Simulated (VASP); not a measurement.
# BaTiO3 (R3m) in VASP: a series of runs

The runs below take BaTiO3 through single point, with PBE, r2SCAN.

Program: VASP 6.6.1. These are calculated values, not measurements. Logs are shortened: lines on timing, memory, paths and dates and some standing lists are left out, and cuts for length are marked.

## (1) The cell of the first run

It takes space group R3m (No. 160, trigonal). Conventional cell: a = 5.556 Å, b = 5.556 Å, c = 7.044 Å, α = 90.00°, β = 90.00°, γ = 120.00°. Ba (site symmetry 3m) has 12 O at 2.78 to 2.91 Å and 8 Ti at 3.39 to 3.60 Å within 3.7 Å. Ti (site symmetry 3m) has 6 O at 1.88 to 2.10 Å within 2.5 Å. O (site symmetry m) has 2 Ti at 1.88 to 2.10 Å within 2.5 Å.

## (2) Single point, PBE (epitaxial xy strain -2.2%)

The input, INCAR:

```
SYSTEM = BaTiO3
PREC = Accurate
ENCUT = 520
EDIFF = 1E-6
ISMEAR = -1
SIGMA = 0.02
LREAL = .FALSE.
LASPH = .TRUE.
NELM = 80
ALGO = Normal
ISIF = 2
LWAVE = .FALSE.
LCHARG = .FALSE.
GGA = PE
NBANDS = 28
```

The input, KPOINTS:

```
Automatic mesh
0
G
  6 6 6
  0 0 0
```

The input, POSCAR:

```
BaTiO3
1.0
    2.7780863487      1.6039289013      2.3479795723
   -2.7780863487      1.6039289013      2.3479795723
    0.0000000000     -3.2078578026      2.3479795723
Ba Ti O
1 1 3
Direct
   -0.0017627534     -0.0017627534     -0.0017627534
    0.4871148670      0.4871148670      0.4871148670
    0.5096691229      0.5096691229      0.0145096407
    0.0145096407      0.5096691229      0.5096691229
    0.5096691229      0.0145096407      0.5096691229
```

Potentials or basis: VASP PAW PBE potentials, release 64 (Ba_sv, Ti_sv, O).

Run with:

```
$ cat potpaw_PBE.64/Ba_sv/POTCAR potpaw_PBE.64/Ti_sv/POTCAR potpaw_PBE.64/O/POTCAR > POTCAR
$ mpirun -np 1 vasp_std > vasp.out
```

OUTCAR:

```text
SYSTEM = BaTiO3
   PREC = Accurate
   ENCUT = 520
   EDIFF = 1E-6
   ISMEAR = -1
   LREAL = .FALSE.
   LASPH = .TRUE.
   NELM = 80
   ISIF = 2
   GGA = PE

 ion  position               nearest neighbor table
   1  0.998  0.998  0.998-   4 2.78   5 2.78   3 2.78   3 2.78   3 2.78   5 2.78   4 2.78   4 2.78
                             5 2.78   4 2.91   5 2.91   3 2.91   2 3.39   2 3.39   2 3.39   2 3.44
   2  0.487  0.487  0.487-   4 1.88   5 1.88   3 1.88   5 2.10   4 2.10   3 2.10   1 3.39   1 3.39
                             1 3.39   1 3.44   1 3.44   1 3.44   1 3.44   1 3.60
   3  0.510  0.510  0.015-   2 1.88   2 2.10   1 2.78   1 2.78   1 2.78   1 2.91
   4  0.015  0.510  0.510-   2 1.88   2 2.10   1 2.78   1 2.78   1 2.78   1 2.91
   5  0.510  0.015  0.510-   2 1.88   2 2.10   1 2.78   1 2.78   1 2.78   1 2.91

  LATTYP: Found a trigonal (rhomboedric) cell.
 ALAT       =     3.9753439792
 COS(alpha) =     0.0232755716

  Lattice vectors:

 A1 = (   2.7780863487,   1.6039289013,   2.3479795723)
 A2 = (  -2.7780863487,   1.6039289013,   2.3479795723)
 A3 = (   0.0000000000,  -3.2078578026,   2.3479795723)

Analysis of symmetry for initial positions (statically):
=====================================================================
 Subroutine PRICEL returns:
 Original cell was already a primitive cell.

 Routine SETGRP: Setting up the symmetry group for a
 trigonal (rhombohedral) supercell.

 Subroutine GETGRP returns: Found  6 space group operations
 (whereof  6 operations were pure point group operations)
 out of a pool of 12 trial point group operations.

The static configuration has the point symmetry C_3v.

Analysis of symmetry for dynamics (positions and initial velocities):
=====================================================================
 Subroutine PRICEL returns:
 Original cell was already a primitive cell.

 Routine SETGRP: Setting up the symmetry group for a
 trigonal (rhombohedral) supercell.

 Subroutine GETGRP returns: Found  6 space group operations
 (whereof  6 operations were pure point group operations)
 out of a pool of 12 trial point group operations.

The dynamic configuration has the point symmetry C_3v.

 Subroutine INISYM returns: Found  6 space group operations
 (whereof  6 operations are pure point group operations),
 and found     1 'primitive' translations

----------------------------------------------------------------------------------------

                                     Primitive cell

  volume of cell :      62.7735

  direct lattice vectors                    reciprocal lattice vectors
     2.778086349  1.603928901  2.347979572     0.179980007  0.103911505  0.141966028
    -2.778086349  1.603928901  2.347979572    -0.179980007  0.103911505  0.141966028
     0.000000000 -3.207857803  2.347979572     0.000000000 -0.207823011  0.141966028

  length of vectors
     3.975343979  3.975343979  3.975343979     0.251683843  0.251683843  0.251683843

  position of ions in fractional coordinates (direct lattice)
     0.998237247  0.998237247  0.998237247
     0.487114867  0.487114867  0.487114867
     0.509669123  0.509669123  0.014509641
     0.014509641  0.509669123  0.509669123
     0.509669123  0.014509641  0.509669123

  ion indices of the primitive-cell ions
   primitive index   ion index
                 1           1
                 2           2
                 3           3
                 4           4
                 5           5

----------------------------------------------------------------------------------------

 KPOINTS: Automatic mesh

Automatic generation of k-mesh.
 Grid dimensions read from file:
 generate k-points for:    6    6    6

 Generating k-lattice:

  Cartesian coordinates                     Fractional coordinates (reciprocal lattice)
     0.029996668  0.017318584  0.023661005     0.166666667 -0.000000000 -0.000000000
    -0.029996668  0.017318584  0.023661005    -0.000000000  0.166666667 -0.000000000
     0.000000000 -0.034637168  0.023661005    -0.000000000 -0.000000000  0.166666667

  Length of vectors
     0.041947307  0.041947307  0.041947307

  Shift w.r.t. Gamma in fractional coordinates (k-lattice)
     0.000000000  0.000000000  0.000000000

 Subroutine IBZKPT returns following result:
 ===========================================

 Found     32 irreducible k-points:

 Following reciprocal coordinates:
            Coordinates               Weight
  0.000000  0.000000  0.000000      1.000000
  0.166667 -0.000000  0.000000      6.000000
  0.333333 -0.000000  0.000000      6.000000
  0.500000 -0.000000  0.000000      3.000000
  0.166667  0.166667  0.000000      6.000000
  0.333333  0.166667  0.000000     12.000000
[... 16 lines left out ...]
  0.500000  0.500000  0.166667      6.000000
 -0.333333  0.500000  0.166667     12.000000
 [... further k-points ...]
   k-points           NKPTS =     32   k-points in BZ     NKDIM =     32   number of bands    NBANDS=     28
   number of dos      NEDOS =    301   number of ions     NIONS =      5
   total plane-waves  NPLWV =  27000
   dimension x,y,z NGX =    30 NGY =   30 NGZ =   30
   dimension x,y,z NGXF=    60 NGYF=   60 NGZF=   60
   ions per type =               1   1   3
   NGX,Y,Z   is equivalent  to a cutoff of  12.55, 12.55, 12.55 a.u.
   NGXF,Y,Z  is equivalent  to a cutoff of  25.09, 25.09, 25.09 a.u.
 SYSTEM =  BaTiO3
   PREC   = accura    normal or accurate (medium, high low for compatibility)
   ISTART =      0    job   : 0-new  1-cont  2-samecut
   ICHARG =      2    charge: 1-file 2-atom 10-const
   ISPIN  =      1    spin polarized calculation?
   LNONCOLLINEAR =      F non collinear calculations
   LSORBIT =      F    spin-orbit coupling
   LASPH  =      T    aspherical Exc in radial PAW
   ENCUT  =  520.0 eV  38.22 Ry    6.18 a.u.   7.39  7.39  7.39*2*pi/ulx,y,z
   NELM   =     80;   NELMIN=  2; NELMDL= -5     # of ELM steps
   EDIFF  = 0.1E-05   stopping-criterion for ELM
   LREAL  =      F    real-space projection
   EDIFFG = 0.1E-04   stopping-criterion for IOM
   NSW    =      0    number of steps for IOM
   IBRION =     -1    ionic relax: 0-MD 1-quasi-New 2-CG
   NFREE  =      0    steps in history (QN), initial steepest desc. (CG)
   ISIF   =      2    stress and relaxation
   ISYM   =      2    0-nonsym 1-usesym 2-fastsym
   POTIM  = 0.5000    time-step for ionic-motion
   TEBEG  =    0.0;   TEEND  =   0.0 temperature during run
   PSTRESS=    0.0 pullay stress
   NELECT =      40.0000    total number of electrons
   NUPDOWN=      -1.0000    fix difference up-down
   EMIN   =  10.00;   EMAX   =-10.00  energy-range for DOS
   EFERMI =   0.00;   METHOD = LEGACY
   ISMEAR =    -1;   SIGMA  =   0.02  broadening in eV -4-tet -1-fermi 0-gaus
   EFERMI_NEDOS =   21; number of points for ismear=-14 and -15
   IALGO  =     38    algorithm
   IMIX   =      4    mixing-type and parameters
     AMIX     =   0.40;   BMIX     =  1.00
     AMIX_MAG =   1.60;   BMIX_MAG =  1.00
  volume/ion in A,a.u.               =      12.55        84.72
  Fermi-wavevector in a.u.,A,eV,Ry     =   1.408757  2.662164 27.002064  1.984596
  Thomas-Fermi vector in A             =   2.530882
   LORBIT       =      0    0 simple, 1 ext, 2 COOP (PROOUT), +10 PAW based schemes
   GGA     = PE    functional components
   LHFCALC =     F    Hartree Fock is set to
   AEXX    =    0.0000 exact exchange contribution
   IVDW    =     0    specifies the selected vdW correction
   LEPSILON=     F    determine dielectric tensor
   LRPA    =     F    only Hartree local field effects (RPA)
 non-spin polarized calculation
  energy-cutoff  :      520.00
  volume of cell :       62.77
 maximum number of plane-waves:      1731
 NGX is ok and might be reduce to    30
   NGX = 15   NGY = 15   NGZ = 15

 number of electron      40.0000002 magnetization

 Free energy of the ion-electron system (eV)
  ---------------------------------------------------
  ext. energy  EPLUGINS =         0.00000000
  ---------------------------------------------------
  free energy    TOTEN  =       -39.88949854 eV

  energy without entropy =      -39.88949854  energy(sigma->0) =      -39.88949854

 E-fermi :   4.4457     XC(G=0): -11.3585

 val. band max:        3.9548652217   @ k =   0.5000   0.5000   0.5000
 cond. band min:       6.2114441893   @ k =   0.0000   0.0000   0.0000
 fundamental gap:      2.2565789676
 Fermi energy:         4.4457414249

 k-point     1 :       0.0000    0.0000    0.0000
  band No.  band energies     occupation
      1     -52.3289      2.00000
      2     -28.5958      2.00000
      3     -28.5958      2.00000
      4     -28.5684      2.00000
      5     -20.7967      2.00000
      6     -12.9347      2.00000
[... 20 lines left out ...]
     27       9.0588      0.00000
     28      11.5228      0.00000

 k-point     2 :       0.1667   -0.0000    0.0000
  band No.  band energies     occupation
      1     -52.3286      2.00000
      2     -28.6069      2.00000
      3     -28.5952      2.00000
      4     -28.5715      2.00000
      5     -20.7637      2.00000
      6     -12.9641      2.00000
[... 20 lines left out ...]
     27       9.6020      0.00000
     28      12.1542      0.00000

 k-point     3 :       0.3333   -0.0000    0.0000
  band No.  band energies     occupation
      1     -52.3280      2.00000
      2     -28.6338      2.00000
      3     -28.5940      2.00000
      4     -28.5731      2.00000
      5     -20.6964      2.00000
      6     -13.1118      2.00000
[... 20 lines left out ...]
     27      10.8762      0.00000
     28      12.3940      0.00000

 k-point     4 :       0.5000   -0.0000    0.0000
  band No.  band energies     occupation
      1     -52.3277      2.00000
      2     -28.6478      2.00000
      3     -28.5934      2.00000
      4     -28.5731      2.00000
      5     -20.6619      2.00000
      6     -13.2069      2.00000
[... 578 lines left out ...]
     27      11.5217      0.00000
     28      12.6016      0.00000

 k-point    23 :       0.5000    0.5000    0.1667
  band No.  band energies     occupation
      1     -52.3263      2.00000
      2     -28.6488      2.00000
      3     -28.6365      2.00000
      4     -28.5928      2.00000
      5     -20.5605      2.00000
      6     -12.4648      2.00000
[... 20 lines left out ...]
     27      12.6118      0.00000
     28      13.0486      0.00000

 k-point    24 :      -0.3333    0.5000    0.1667
  band No.  band energies     occupation
      1     -52.3265      2.00000
      2     -28.6458      2.00000
      3     -28.6274      2.00000
      4     -28.5924      2.00000
      5     -20.5805      2.00000
      6     -12.6384      2.00000
[... 20 lines left out ...]
     27      12.2549      0.00000
     28      12.7312      0.00000

 [... further k-points ...]

------------------------ aborting loop because EDIFF is reached ----------------------------------------

  FORCE on cell =-STRESS in cart. coord.  units (eV):
  Direction    XX          YY          ZZ          XY          YZ          ZX
  --------------------------------------------------------------------------------------
  -------------------------------------------------------------------------------------
  Total        5.0892827      5.0892827      2.0038465      0.0000000      0.0000000     -0.0000000
  in kB      129.8944939    129.8944939     51.1444608      0.0000000      0.0000000     -0.0000000
  external PRESSURE =     103.6444828 kB  Pullay stress =       0.0000000 kB

 VOLUME and BASIS-vectors are now :
 -----------------------------------------------------------------------------
  energy-cutoff  :      520.00
  volume of cell :       62.77
      direct lattice vectors                 reciprocal lattice vectors
     2.778086349  1.603928901  2.347979572     0.179980007  0.103911505  0.141966028
    -2.778086349  1.603928901  2.347979572    -0.179980007  0.103911505  0.141966028
     0.000000000 -3.207857803  2.347979572     0.000000000 -0.207823011  0.141966028

 POSITION                                       TOTAL-FORCE (eV/Angst)
 -----------------------------------------------------------------------------------
      0.00000      0.00000      7.03152        -0.000000     -0.000000      0.019954
      0.00000      0.00000      3.43121        -0.000000     -0.000000      0.100683
      0.00000      1.58840      2.42745        -0.000000      0.102175     -0.040213
     -1.37560     -0.79420      2.42745        -0.088486     -0.051087     -0.040213
      1.37560     -0.79420      2.42745         0.088486     -0.051087     -0.040213
 -----------------------------------------------------------------------------------
    total drift:                               -0.000000     -0.000001     -0.000830

  FREE ENERGIE OF THE ION-ELECTRON SYSTEM (eV)
  ---------------------------------------------------
  free  energy   TOTEN  =       -39.8894985363 eV

  energy  without entropy=      -39.8894985363  energy(sigma->0) =      -39.88949854
```

Run time: 79 s. Hardware: 1 thread of Intel Xeon 8259CL, shared host; peak memory 0.21 GiB.

What came out:

- Free energy: -39.8895 eV
- Pressure: 10.4 GPa
- Largest force: 0.110 eV/Å
- Band gap on the k mesh: 2.26 eV (least direct gap 2.52 eV)

Forces in eV/Å, atoms in the order of the input:
```
Ba   0.000  0.000  0.020
Ti   0.000  0.000  0.101
O    0.000  0.102 -0.040
O   -0.088 -0.051 -0.040
O    0.088 -0.051 -0.040
```

Stress tensor (GPa, compression positive):
```
12.99  0.00  0.00
 0.00 12.99  0.00
 0.00  0.00  5.11
```

Caveat: the cell differs from its parent crystal (epitaxial xy strain -2.2%); the cell stands under pressure; spin-orbit coupling is left out, which moves the levels of the heavy elements. A k mesh can miss the band edges.

## (3) Single point, PBE (uniaxial z strain -2.7%)

The input, INCAR:

```
SYSTEM = BaTiO3
PREC     = Accurate       ! precision mode
ENCUT    = 520            ! plane-wave cutoff, eV
EDIFF    = 1E-6           ! SCF threshold, eV
ISMEAR   = -1             ! smearing method
SIGMA    = 0.02           ! smearing width, eV
LREAL    = .FALSE.        ! projectors in reciprocal space
LASPH    = .TRUE.         ! aspherical terms in the spheres
NELM     = 60             ! most SCF steps
ALGO     = Normal         ! electronic algorithm
ISIF     = 2              ! what is computed and relaxed
LWAVE    = .FALSE.        ! write WAVECAR
LCHARG   = .TRUE.         ! write CHGCAR
GGA      = PE             ! functional
LELF     = .TRUE.         ! ELF
LVHAR    = .TRUE.       
NBANDS   = 28             ! bands
```

KPOINTS is that of step 2.

The input, POSCAR:

```
BaTiO3
1.0
    2.8399983119      1.6396737899      2.2686398683
   -2.8399983119      1.6396737899      2.2686398683
    0.0000000000     -3.2793475798      2.2686398683
Ba Ti O
1 1 3
Direct
   -0.0010987916     -0.0010987916     -0.0010987916
    0.4881013615      0.4881013615      0.4881013615
    0.5081631521      0.5081631521      0.0158711260
    0.0158711260      0.5081631521      0.5081631521
    0.5081631521      0.0158711260      0.5081631521
```

Potentials or basis: VASP PAW PBE potentials, release 64 (Ba_sv, Ti_sv, O).

Run with:

```
$ cat potpaw_PBE.64/Ba_sv/POTCAR potpaw_PBE.64/Ti_sv/POTCAR potpaw_PBE.64/O/POTCAR > POTCAR
$ mpirun -np 1 vasp_std > vasp.out
```

Wall time 1.7 min (1 thread of Intel Xeon 8259CL, shared host); peak memory 0.21 GiB.

The run converged. Its results:

| Quantity | Value |
| --- | --- |
| Free energy | -39.9383 eV |
| Pressure | 8.2 GPa |
| Largest force | 0.100 eV/Å |
| Band gap on the k mesh | 2.23 eV (least direct gap 2.60 eV) |

Forces on the atoms (eV/Å):
```
Ba   0.000  0.000  0.017
Ti   0.000  0.000  0.094
O    0.000  0.093 -0.037
O   -0.080 -0.046 -0.037
O    0.080 -0.046 -0.037
```

Stress tensor (GPa, compression positive):
```
 6.28  0.00  0.00
 0.00  6.28  0.00
 0.00  0.00 12.17
```

Levels at points of the mesh, in eV from the valence-band top:
| k point | band 17 | band 18 | band 19 | band 20 | band 21 | band 22 | band 23 | band 24 |
| --- | --- | --- | --- | --- | --- | --- | --- | --- |
| (0.00, 0.00, 0.00) | -1.18 | -0.39 | -0.39 | -0.38 | 2.23 | 2.23 | 2.26 | 4.37 |
| (0.50, 0.00, 0.00) | -1.80 | -1.67 | -0.89 | -0.86 | 2.38 | 3.71 | 3.80 | 4.35 |
| (0.50, 0.50, 0.00) | -1.68 | -0.90 | -0.87 | -0.12 | 3.75 | 3.80 | 4.15 | 5.04 |
| (0.50, 0.50, 0.50) | -2.28 | -0.05 | -0.05 | 0.00 | 4.29 | 4.45 | 4.45 | 6.69 |

Caveat: the cell differs from its parent crystal (uniaxial z strain -2.7%); the cell stands under pressure; spin-orbit coupling is left out, which moves the levels of the heavy elements. A k mesh can miss the band edges.

## (4) Single point, PBE

This run uses another cell than the first one, of 13.03 Å³/atom.

The input, INCAR:

```
SYSTEM = BaTiO3
ALGO     = Normal         ! electronic algorithm
EDIFF    = 1E-6           ! SCF threshold, eV
ENCUT    = 520            ! plane-wave cutoff, eV
GGA      = PE             ! functional
ISIF     = 2              ! what is computed and relaxed
ISMEAR   = -1             ! smearing method
LASPH    = .TRUE.         ! aspherical terms in the spheres
LCHARG   = .FALSE.        ! write CHGCAR
LREAL    = .FALSE.        ! projectors in reciprocal space
LWAVE    = .FALSE.        ! write WAVECAR
NBANDS   = 28             ! bands
NELM     = 60             ! most SCF steps
PREC     = Accurate       ! precision mode
SIGMA    = 0.02           ! smearing width, eV
```

The input, KPOINTS:

```
k-points
0
G
  6 6 6
  0 0 0
```

The input, POSCAR:

```
BaTiO3
1.0
    2.8399983119      1.6396737899      2.3313532713
   -2.8399983119      1.6396737899      2.3313532713
    0.0000000000     -3.2793475798      2.3313532713
Ba Ti O
1 1 3
Direct
   -0.0032057836     -0.0032057836     -0.0032057836
    0.4833346622      0.4833346622      0.4833346622
    0.5098255459      0.5098255459      0.0194200296
    0.0194200296      0.5098255459      0.5098255459
    0.5098255459      0.0194200296      0.5098255459
```

Run with:

```
$ cat potpaw_PBE.64/Ba_sv/POTCAR potpaw_PBE.64/Ti_sv/POTCAR potpaw_PBE.64/O/POTCAR > POTCAR
$ mpirun -np 1 vasp_std > vasp.out
```

Wall time 1.7 min (1 thread of Intel Xeon 8259CL, shared host); peak memory 0.21 GiB.

It converged, with:

```
Free energy            : -40.0230 eV
Pressure               : 4.9 GPa
Largest force          : 0.131 eV/Å
Band gap on the k mesh : 2.46 eV (least direct gap 2.91 eV)
```

Forces in eV/Å, atoms in the order of the input:
```
Ba   0.000  0.000  0.020
Ti   0.000  0.000  0.131
O    0.000  0.120 -0.050
O   -0.104 -0.060 -0.050
O    0.104 -0.060 -0.050
```

Stress tensor (GPa, compression positive):
```
4.95 0.00 0.00
0.00 4.95 0.00
0.00 0.00 4.74
```

Levels at points of the mesh, in eV from the valence-band top:
| k point | band 18 | band 19 | band 20 | band 21 | band 22 | band 23 |
| --- | --- | --- | --- | --- | --- | --- |
| (0.00, 0.00, 0.00) | -0.60 | -0.45 | -0.45 | 2.46 | 2.46 | 2.61 |
| (0.50, 0.00, 0.00) | -1.58 | -0.99 | -0.85 | 2.62 | 3.76 | 3.88 |
| (0.50, 0.50, 0.00) | -0.90 | -0.84 | -0.09 | 3.84 | 3.85 | 4.17 |
| (0.50, 0.50, 0.50) | -0.02 | -0.02 | 0.00 | 4.27 | 4.44 | 4.44 |

Caveat: the cell stands under pressure; spin-orbit coupling is left out, which moves the levels of the heavy elements.

[end of part 1 of 2]
